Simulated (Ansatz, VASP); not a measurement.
# One calculation of NbSi53, two programs

```
Nb Si
1.0
     0.00000    8.14068    8.14068
     8.14068    0.00000    8.14068
     8.14068    8.14068    0.00000
Nb Si
1 53
Cartesian
  4.0766 4.0717 4.0742
  6.7956 6.7983 4.0935
  9.4884 9.4914 4.0947
  6.7901 4.0937 6.7950
  9.4966 6.7835 6.7840
  12.1880 9.4844 6.7986
  9.4846 4.0939 9.4884
  12.1871 6.7932 9.4928
  14.9250 9.4963 9.4971
  4.0901 6.7977 6.7946
  6.7820 9.4991 6.7858
  9.4877 12.1903 6.7945
  6.7807 6.7846 9.4986
  9.4964 9.5007 9.5002
  12.2101 12.2125 9.5019
  9.4852 6.7958 12.1912
  12.2096 9.5023 12.2127
  14.9213 12.2122 12.2130
  4.0896 9.4900 9.4884
  6.7955 12.1918 9.4890
  9.4948 14.9290 9.4975
  6.7922 9.4851 12.1924
  9.4990 12.2115 12.2125
  12.2108 14.9226 12.2122
  9.4920 9.4982 14.9277
  12.2106 12.2119 14.9248
  14.9242 14.9265 14.9298
  2.6328 2.6382 2.6348
  5.5123 5.5116 2.6331
  8.1417 8.1457 2.7286
  5.5087 2.6270 5.5144
  8.1445 5.4273 5.4262
  10.8546 8.1356 5.4274
  8.1370 2.7289 8.1427
  10.8529 5.4266 8.1369
  13.5526 8.1388 8.1464
  2.6316 5.5095 5.5086
  5.4242 8.1490 5.4263
  8.1332 10.8569 5.4281
  5.4219 5.4286 8.1473
  8.1394 8.1422 8.1428
  10.8551 10.8567 8.1482
  8.1326 5.4276 10.8568
  10.8524 8.1488 10.8581
  13.5674 10.8550 10.8550
  2.7235 8.1440 8.1416
  5.4251 10.8574 8.1375
  8.1415 13.5570 8.1415
  5.4232 8.1363 10.8555
  8.1442 10.8561 10.8581
  10.8512 13.5708 10.8546
  8.1387 8.1399 13.5583
  10.8512 10.8549 13.5714
  13.5672 13.5696 13.5709
```

Alike in both runs: task single point; functional PBE; k mesh 1 × 1 × 1; occupations gaussian, width 0.05 eV; collinear spin.

```csv
,VASP,Ansatz
version,VASP 6.6.1,Ansatz 0.2.0
potentials or method,"VASP PAW PBE potentials, release 64 (Nb_sv, Si), cutoff 520 eV","scalar-relativistic, plane waves, PAW"
valence electrons in the cell,225,225
```

|  | VASP | Ansatz | Ansatz less VASP |
| --- | --- | --- | --- |
| rms of the force components (eV/Å) | 0.011 | 0.010 | -0.0006 |
| net moment per atom (μB) | 0.03 | 0.03 | 0.000 |
| size of the moment on the site where the two differ most (μB) | 0.63 | 0.52 | -0.114 |

Site moments also hang on the region over which each program counts them. Atom by atom the forces differ by 0.001 eV/Å (rms over components). Ansatz's warnings: stability check not made.
